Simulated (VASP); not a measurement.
Set up this calculation in VASP 6.6.1, as the native input.

| Property | Result |
| --- | --- |
| Task | relaxation of cell and atoms |
| Functional | PBE |
| Potentials or basis | VASP PAW PBE potentials, release 64 (B) |
| Cutoff | 600 eV |
| k mesh | 6 × 6 × 6 |
| Occupations | gaussian, width 0.1 eV |
| Spin | no spin polarisation |
| Dipole correction | no |
| Further INCAR settings | ALGO = Normal; EDIFF = 1e-07; IBRION = 2; EDIFFG = -0.04; NSW = 90; ISIF = 3 |

The structure of B lies in POSCAR:

```
B
1.0
   -2.2421855200      2.2421855200      2.2421855200
    2.2421855200     -2.2421855200      2.2421855200
    2.2421855200      2.2421855200     -2.2421855200
B
3
Direct
    0.0000000000      0.5000000000      0.5000000000
    0.5000000000      0.0000000000      0.5000000000
    0.5000000000      0.5000000000      0.0000000000
```

These files were run (other wordings do the same):

INCAR

```
PREC     = Accurate       # precision mode
ENCUT    = 600            # plane-wave cutoff, eV
EDIFF    = 1E-7           # SCF threshold, eV
ISMEAR   = 0              # smearing method
SIGMA    = 0.1            # smearing width, eV
LREAL    = F              # projectors in reciprocal space
LASPH    = T              # aspherical terms in the spheres
NELM     = 80             # most SCF steps
ALGO     = Normal         # electronic algorithm
ISIF     = 3              # what is computed and relaxed
LWAVE    = F              # write WAVECAR
LCHARG   = F              # write CHGCAR
GGA      = PE             # functional
IBRION   = 2              # ionic algorithm
NSW      = 90             # ionic steps
EDIFFG   = -0.04          # ionic threshold
```

KPOINTS

```
Automatic mesh
0
Gamma
  6 6 6
```

Potentials or basis: VASP PAW PBE potentials, release 64 (B).

Launch:

```sh
$ cat potpaw_PBE.64/B/POTCAR > POTCAR
$ mpirun -np 1 vasp_std > vasp.out
```

Results of the run:

```json
{"Relaxed volume": "7.58 Å³/atom", "Relaxed cell": "a = 3.092 Å, b = 3.092 Å, c = 3.092 Å, α = 109.47°, β = 109.47°, γ = 109.47°", "Space group after relaxing (to 0.05 Å)": "Im-3m (No. 229)", "Energy gained by relaxing": "1512.3 meV/atom", "Ionic steps": "14", "Pressure after relaxing": "-0.7 GPa"}
```

Caveat: the volume moved by over 15 % at a fixed basis, so the end points are rough.

Wall time 67 s on 1 thread of Intel Xeon 8259CL, on a shared host, peak memory 0.17 GiB.
